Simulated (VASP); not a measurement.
# KF (F-43m) in VASP: a series of runs

KF is run at these levels: PBE, LDA; tasks: G0W0 quasiparticle levels.

Everything below comes from runs of VASP 6.6.1. Logs are shortened: lines on timing, memory, paths and dates and some standing lists are left out, and cuts for length are marked.

## (1) The cell of the first run

The structure is cubic, space group F-43m (No. 216). The conventional cell has a = 5.871 Å, b = 5.871 Å, c = 5.871 Å, α = 90.00°, β = 90.00°, γ = 90.00°. Within 3.4 Å of K (site symmetry -43m) lie 4 F at 2.54 Å. Within 3.4 Å of F (site symmetry -43m) lie 4 K at 2.54 Å.

## (2) G0W0 quasiparticle levels, PBE

The input, POSCAR:

```
KF
1.0
    0.0000000000      2.9354014086      2.9354014086
    2.9354014086      0.0000000000      2.9354014086
    2.9354014086      2.9354014086      0.0000000000
K F
1 1
Direct
    0.0000000000      0.0000000000      0.0000000000
    0.2500000000      0.2500000000      0.2500000000
```

The input, INCAR.step1:

```
SYSTEM = KF
  PREC = Accurate
  ENCUT = 500
  EDIFF = 1E-8
  ISMEAR = 0
  SIGMA = 0.01
  LREAL = .False.
  LASPH = .True.
  NELM = 100
  ALGO = Normal
  LWAVE = .True.
  LCHARG = .False.
  GGA = PE
```

The input, INCAR.step2:

```
SYSTEM = KF
  PREC = Accurate
  ENCUT = 500
  EDIFF = 1E-8
  ISMEAR = 0
  SIGMA = 0.01
  LREAL = .False.
  LASPH = .True.
  NELM = 1
  ALGO = Exact
  LWAVE = .True.
  LCHARG = .False.
  GGA = PE
  NBANDS = 90
  LOPTICS = .True.
  ISTART = 1
```

The input, INCAR.step3:

```
SYSTEM = KF
  PREC = Accurate
  ENCUT = 500
  EDIFF = 1E-8
  ISMEAR = 0
  SIGMA = 0.01
  LREAL = .False.
  LASPH = .True.
  ALGO = EVGW0
  LWAVE = .False.
  LCHARG = .False.
  GGA = PE
  NELMGW = 1
  NBANDS = 90
  ENCUTGW = 80.0
  NOMEGA = 96
  PRECFOCK = Fast
  ISTART = 1
  NBANDSGW = 16
  OMEGAMAX = 30
```

The input, KPOINTS:

```
Automatic mesh
0
Gamma
  4 4 4
  0 0 0
```

Potentials or basis: VASP PAW PBE potentials, release 64 (K_sv_GW, F_GW).

Run with:

```console
$ cat potpaw_PBE.64/K_sv_GW/POTCAR potpaw_PBE.64/F_GW/POTCAR > POTCAR
$ cp INCAR.step1 INCAR
$ mpirun -np 1 vasp_std > vasp.out
$ cp INCAR.step2 INCAR
$ mpirun -np 1 vasp_std > vasp.out
$ cp INCAR.step3 INCAR
$ mpirun -np 1 vasp_std > vasp.out
```

OUTCAR:

```text
SYSTEM = KF
   PREC = Accurate
   ENCUT = 500
   EDIFF = 1E-8
   ISMEAR = 0
   LREAL = .False.
   LASPH = .True.
   GGA = PE
   NELMGW = 1
   ENCUTGW = 80.0
   PRECFOCK = Fast
   ISTART = 1

 ion  position               nearest neighbor table
   1  0.000  0.000  0.000-   2 2.54   2 2.54   2 2.54   2 2.54
   2  0.250  0.250  0.250-   1 2.54   1 2.54   1 2.54   1 2.54

  LATTYP: Found a face centered cubic cell.
 ALAT       =     5.8708028172

  Lattice vectors:

 A1 = (   0.0000000000,   2.9354014086,   2.9354014086)
 A2 = (   2.9354014086,   0.0000000000,   2.9354014086)
 A3 = (   2.9354014086,   2.9354014086,   0.0000000000)

Analysis of symmetry for initial positions (statically):
=====================================================================
 Subroutine PRICEL returns:
 Original cell was already a primitive cell.

 Routine SETGRP: Setting up the symmetry group for a
 face centered cubic supercell.

 Subroutine GETGRP returns: Found 24 space group operations
 (whereof 24 operations were pure point group operations)
 out of a pool of 48 trial point group operations.

The static configuration has the point symmetry T_d .

Analysis of symmetry for dynamics (positions and initial velocities):
=====================================================================
 Subroutine PRICEL returns:
 Original cell was already a primitive cell.

 Routine SETGRP: Setting up the symmetry group for a
 face centered cubic supercell.

 Subroutine GETGRP returns: Found 24 space group operations
 (whereof 24 operations were pure point group operations)
 out of a pool of 48 trial point group operations.

The dynamic configuration has the point symmetry T_d .

 Subroutine INISYM returns: Found 24 space group operations
 (whereof 24 operations are pure point group operations),
 and found     1 'primitive' translations

----------------------------------------------------------------------------------------

                                     Primitive cell

  volume of cell :      50.5863

  direct lattice vectors                    reciprocal lattice vectors
     0.000000000  2.935401409  2.935401409    -0.170334455  0.170334455  0.170334455
     2.935401409  0.000000000  2.935401409     0.170334455 -0.170334455  0.170334455
     2.935401409  2.935401409  0.000000000     0.170334455  0.170334455 -0.170334455

  length of vectors
     4.151284483  4.151284483  4.151284483     0.295027931  0.295027931  0.295027931

  position of ions in fractional coordinates (direct lattice)
     0.000000000  0.000000000  0.000000000
     0.250000000  0.250000000  0.250000000

  ion indices of the primitive-cell ions
   primitive index   ion index
                 1           1
                 2           2

----------------------------------------------------------------------------------------

 KPOINTS: Automatic mesh

Automatic generation of k-mesh.
 Grid dimensions read from file:
 generate k-points for:    4    4    4

 Generating k-lattice:

  Cartesian coordinates                     Fractional coordinates (reciprocal lattice)
    -0.042583614  0.042583614  0.042583614     0.250000000  0.000000000  0.000000000
     0.042583614 -0.042583614  0.042583614     0.000000000  0.250000000  0.000000000
     0.042583614  0.042583614 -0.042583614     0.000000000  0.000000000  0.250000000

  Length of vectors
     0.073756983  0.073756983  0.073756983

  Shift w.r.t. Gamma in fractional coordinates (k-lattice)
     0.000000000  0.000000000  0.000000000

 Subroutine IBZKPT returns following result:
 ===========================================

 Found      8 irreducible k-points:

 Following reciprocal coordinates:
            Coordinates               Weight
  0.000000  0.000000  0.000000      1.000000
  0.250000  0.000000  0.000000      8.000000
  0.500000  0.000000  0.000000      4.000000
  0.250000  0.250000  0.000000      6.000000
  0.500000  0.250000  0.000000     24.000000
 -0.250000  0.250000  0.000000     12.000000
  0.500000  0.500000  0.000000      3.000000
 -0.250000  0.500000  0.250000      6.000000
   k-points           NKPTS =      8   k-points in BZ     NKDIM =     64   number of bands    NBANDS=     90
   number of dos      NEDOS =    301   number of ions     NIONS =      2
   total plane-waves  NPLWV =  27000
   dimension x,y,z NGX =    30 NGY =   30 NGZ =   30
   dimension x,y,z NGXF=    60 NGYF=   60 NGZF=   60
   ions per type =               1   1
   NGX,Y,Z   is equivalent  to a cutoff of  12.01, 12.01, 12.01 a.u.
   NGXF,Y,Z  is equivalent  to a cutoff of  24.03, 24.03, 24.03 a.u.
 SYSTEM =  KF
   PREC   = accura    normal or accurate (medium, high low for compatibility)
   ISTART =      1    job   : 0-new  1-cont  2-samecut
   ICHARG =      0    charge: 1-file 2-atom 10-const
   ISPIN  =      1    spin polarized calculation?
   LNONCOLLINEAR =      F non collinear calculations
   LSORBIT =      F    spin-orbit coupling
   LASPH  =      T    aspherical Exc in radial PAW
   ENCUT  =  500.0 eV  36.75 Ry    6.06 a.u.   7.57  7.57  7.57*2*pi/ulx,y,z
   NELM   =     60;   NELMIN=  2; NELMDL=  0     # of ELM steps
   EDIFF  = 0.1E-07   stopping-criterion for ELM
   LREAL  =      F    real-space projection
   EDIFFG = 0.1E-06   stopping-criterion for IOM
   NSW    =      0    number of steps for IOM
   IBRION =     -1    ionic relax: 0-MD 1-quasi-New 2-CG
   NFREE  =      0    steps in history (QN), initial steepest desc. (CG)
   ISIF   =      0    stress and relaxation
   ISYM   =      3    0-nonsym 1-usesym 2-fastsym
   POTIM  = 0.5000    time-step for ionic-motion
   TEBEG  =    0.0;   TEEND  =   0.0 temperature during run
   PSTRESS=    0.0 pullay stress
   NELECT =      16.0000    total number of electrons
   NUPDOWN=      -1.0000    fix difference up-down
   EMIN   =  10.00;   EMAX   =-10.00  energy-range for DOS
   EFERMI =   0.00;   METHOD = LEGACY
   ISMEAR =     0;   SIGMA  =   0.01  broadening in eV -4-tet -1-fermi 0-gaus
   EFERMI_NEDOS =   21; number of points for ismear=-14 and -15
   IALGO  =     38    algorithm
   IMIX   =      4    mixing-type and parameters
     AMIX     =   0.40;   BMIX     =  1.00
     AMIX_MAG =   1.60;   BMIX_MAG =  1.00
  volume/ion in A,a.u.               =      25.29       170.69
  Fermi-wavevector in a.u.,A,eV,Ry     =   1.115417  2.107833 16.927763  1.244155
  Thomas-Fermi vector in A             =   2.252022
   LORBIT       =      0    0 simple, 1 ext, 2 COOP (PROOUT), +10 PAW based schemes
   GGA     = PE    functional components
   LHFCALC =     T    Hartree Fock is set to
   PRECFOCK=fast      Normal, Fast or Accurate (Low or Medium for compatibility)
   ENCUT4O =  -1.0   cutoff for four orbital integrals eV
   NKREDX  =     1    reduce k-point grid by
   NKREDY  =     1    reduce k-point grid by
   NKREDZ  =     1    reduce k-point grid by
   AEXX    =    1.0000 exact exchange contribution
   HFSCREEN=    0.0000 screening length (either q_TF or 0.3 A-1)
   HFSCREENC=   0.0000 screening length for correlation (either q_TF or 0.3 A-1)
   ENCUTFOCK=  -1.0 apply spherical cutoff to Coloumb kernel
   IVDW    =     0    specifies the selected vdW correction
   LEPSILON=     F    determine dielectric tensor
   LRPA    =     F    only Hartree local field effects (RPA)
   LRPAFORCE           =     F    calculate RPA forces
   ENCUTGW             =  80.0    cutoff for response function in eV
   ENCUTGWSOFT         =  64.0    soft cutoff for Coulomb kernel in GW response function in eV
   ENCUTLF             =  -1.0    cutoff for local field effects
   NELMGW              =     1    number of iterations in solving QP/BSE equation
   NELMHF              =     1    number of iterations in the inner HF iteration
   NKREDLFX            =     1    NKREDLFY  =   1   NKREDLFZ  =   1
 non-spin polarized calculation
 Gauss-broadening in eV      SIGMA  =   0.01
  energy-cutoff  :      500.00
  volume of cell :       50.59
 maximum number of plane-waves:      1304
  NGX = 18; NGY = 18; NGZ = 18
   NGX = 15   NGY = 15   NGZ = 15
 maximum number of plane-waves:        92
 NGX is ok and might be reduce to    14

 QP shifts <psi_nk| G(iteration)W_0 |psi_nk>: iteration 1
 for sc-GW calculations column KS-energies equals QP-energies in previous step
 and V_xc(KS)=  KS-energies - (<T + V_ion + V_H > + <T+V_H+V_ion>^1  + <V_x>^1)

 k-point   1 :       0.0000    0.0000    0.0000
  band No.  KS-energies  QP-energies   sigma(KS)   V_xc(KS)     V^pw_x(r,r')   Z            occupation Imag(sigma)

      1     -28.0443     -30.6585     -22.4428     -18.4860     -30.7510       0.6607       2.0000       0.5471
      2     -20.3890     -25.1403     -29.2151     -23.0493     -37.0706       0.7706       2.0000       0.6853
      3     -11.4484     -15.0436     -22.1469     -17.9109     -24.7894       0.8487       2.0000       0.0792
      4     -11.4484     -15.0436     -22.1469     -17.9109     -24.7894       0.8487       2.0000       0.0792
      5     -11.4484     -15.0436     -22.1469     -17.9109     -24.7894       0.8487       2.0000       0.0792
      6      -2.0792      -4.6112     -24.2213     -20.9541     -28.6888       0.7750       2.0000       0.1057
[... 8 lines left out ...]
     15      14.9875      16.4008      -4.6292      -6.2208      -1.8981       0.8879       0.0000      -0.1817
     16      14.9875      16.4008      -4.6292      -6.2208      -1.8981       0.8879       0.0000      -0.1817

 k-point   2 :       0.2500    0.0000    0.0000
  band No.  KS-energies  QP-energies   sigma(KS)   V_xc(KS)     V^pw_x(r,r')   Z            occupation Imag(sigma)

      1     -28.0238     -30.6370     -22.4606     -18.5068     -30.7595       0.6609       2.0000       0.5378
      2     -20.4328     -25.2022     -29.1582     -22.9874     -37.0125       0.7729       2.0000       0.6813
      3     -11.5043     -15.1056     -22.0655     -17.8124     -24.7177       0.8467       2.0000       0.0830
      4     -11.4728     -15.0770     -22.1203     -17.8770     -24.7706       0.8494       2.0000       0.0840
      5     -11.4728     -15.0770     -22.1203     -17.8770     -24.7706       0.8494       2.0000       0.0840
      6      -2.1485      -4.7072     -23.7867     -20.4921     -28.1541       0.7766       2.0000       0.1048
[... 8 lines left out ...]
     15      12.6296      14.6806      -5.7833      -8.1210      -3.0424       0.8774       0.0000      -0.1111
     16      15.9264      17.8720      -5.6069      -7.8243      -2.7141       0.8775       0.0000      -0.1783

 k-point   3 :       0.5000    0.0000    0.0000
  band No.  KS-energies  QP-energies   sigma(KS)   V_xc(KS)     V^pw_x(r,r')   Z            occupation Imag(sigma)

      1     -28.0029     -30.6173     -22.4784     -18.5277     -30.7678       0.6617       2.0000       0.5285
      2     -20.4715     -25.2319     -29.1026     -22.9251     -36.9545       0.7706       2.0000       0.6762
      3     -11.5636     -15.1858     -21.9754     -17.7025     -24.6395       0.8477       2.0000       0.0887
      4     -11.4968     -15.1046     -22.0945     -17.8440     -24.7523       0.8488       2.0000       0.0887
      5     -11.4968     -15.1046     -22.0945     -17.8440     -24.7523       0.8488       2.0000       0.0887
      6      -2.1377      -4.7201     -23.7836     -20.4639     -28.1352       0.7779       2.0000       0.1040
[... 74 lines left out ...]
      1     -27.9893     -30.6074     -22.4902     -18.5412     -30.7731       0.6630       2.0000       0.5224
      2     -20.5002     -25.1929     -29.0682     -22.8878     -36.9202       0.7593       2.0000       0.6723
      3     -11.5732     -15.2037     -21.9949     -17.7218     -24.6711       0.8496       2.0000       0.1018
      4     -11.5732     -15.2037     -21.9949     -17.7218     -24.6711       0.8496       2.0000       0.1018
      5     -11.4713     -15.0637     -22.1120     -17.8658     -24.7536       0.8460       2.0000       0.0684
      6      -2.3227      -4.9307     -23.3635     -20.0047     -27.7014       0.7764       2.0000       0.1080
[... 8 lines left out ...]
     15      12.3350      14.7592      -7.1332      -9.9133      -4.1888       0.8720       0.0000      -0.1104
     16      13.1348      15.4592      -7.6201     -10.3107      -4.8585       0.8639       0.0000      -0.1475

 k-point   8 :      -0.2500    0.5000    0.2500
  band No.  KS-energies  QP-energies   sigma(KS)   V_xc(KS)     V^pw_x(r,r')   Z            occupation Imag(sigma)

      1     -27.9892     -30.6092     -22.4901     -18.5413     -30.7731       0.6635       2.0000       0.5224
      2     -20.4974     -25.1995     -29.0698     -22.8884     -36.9213       0.7607       2.0000       0.6724
      3     -11.6408     -15.2670     -21.8688     -17.5810     -24.5399       0.8457       2.0000       0.1017
      4     -11.5774     -15.2129     -21.9820     -17.7073     -24.6592       0.8505       2.0000       0.1031
      5     -11.4032     -14.9864     -22.2391     -18.0073     -24.8856       0.8467       2.0000       0.0680
      6      -2.1312      -4.6989     -24.0892     -20.7760     -28.5498       0.7750       2.0000       0.1065
[... 8 lines left out ...]
     15      11.8738      14.4591      -7.4157     -10.3893      -4.5299       0.8694       0.0000      -0.1000
     16      13.1603      16.6692      -9.4113     -13.4887      -6.5214       0.8606       0.0000      -0.1129
```

Wall time 2.4 min (1 thread of Intel Xeon Platinum 8488C (Sapphire Rapids), shared host); peak memory 0.47 GiB.

What came out:

```
Quasiparticle gap                                   : 8.69 eV
Least direct quasiparticle gap                      : 8.90 eV
Band gap of the starting levels on the mesh         : 5.17 eV
Least direct gap of the starting levels on the mesh : 5.38 eV
```

Caveat: the k points lie up to 0.46 Å⁻¹ apart; bands, screening cutoff and mesh are small and nothing is extrapolated, so the quasiparticle values aren't converged; the structure was generated, so it needn't be the stable form of KF.

(Part 1 of 2 ends here.)
